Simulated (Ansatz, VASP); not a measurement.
# Two plane-wave programs on TiAl3

```
Ti Al
1.0
     4.01913    0.00000    0.00000
     0.00000    4.01913    0.00000
     0.00000    0.00000    4.01913
Ti Al
1 3
Direct
  0.00000 0.00000 0.00000
  0.50000 0.50000 0.00000
  0.50000 0.00000 0.50000
  0.00000 0.50000 0.50000
```

Alike in both runs: task single point; functional PBE; k mesh 10 × 10 × 10; occupations gaussian, width 0.1 eV; no spin polarisation.

```csv
,VASP,Ansatz
version,VASP 6.6.1,Ansatz 0.2.0
potentials or method,"VASP PAW PBE potentials, release 64 (Ti_sv, Al), cutoff 520 eV","scalar-relativistic, plane waves, PAW"
valence electrons in the cell,21,21
```

|  | VASP | Ansatz | Ansatz less VASP |
| --- | --- | --- | --- |
| gap on the k mesh at the Fermi level (eV) | none | none | - |
| pressure (GPa) | -3.0 | -3.0 | +0.01 |

A gap of «none» marks a metal or a gap that the smearing closes.
